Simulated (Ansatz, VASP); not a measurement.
# Two plane-wave programs on P

```
CELL_PARAMETERS angstrom
2.40726 0.00000 -0.03611
0.00000 2.40726 0.00000
-0.03611 0.00000 2.40737
ATOMIC_POSITIONS crystal
P 0.00000 0.00000 0.00000
```

Change from the starting cell: strain -0.0300 x Voigt [0, 0, 0, 0, 1, 0], atoms carried along.

Alike in both runs: task single point; functional PBE; dispersion D3(BJ); k mesh 24 × 24 × 24; occupations gaussian, width 0.15 eV; no spin polarisation.

|  | VASP | Ansatz |
| --- | --- | --- |
| version | VASP 6.6.1 | Ansatz 0.2.0 |
| potentials or method | VASP PAW PBE potentials, release 64 (P), cutoff 520 eV | scalar-relativistic, plane waves, PAW |
| valence electrons in the cell | 5 | 5 |

Ansatz gave:

* gap on the k mesh at the Fermi level (eV): none
* pressure (GPa): 0.0
* traceless stress, the component that is largest in VASP (GPa): 1.88

Q: Estimate VASP's values.

A: gap on the k mesh at the Fermi level (eV): none; pressure (GPa): -0.4; traceless stress, the component that is largest in VASP (GPa): 1.88.

A gap of «none» marks a metal or a gap that the smearing closes. Ansatz's warnings: near symmetry operations not taken.
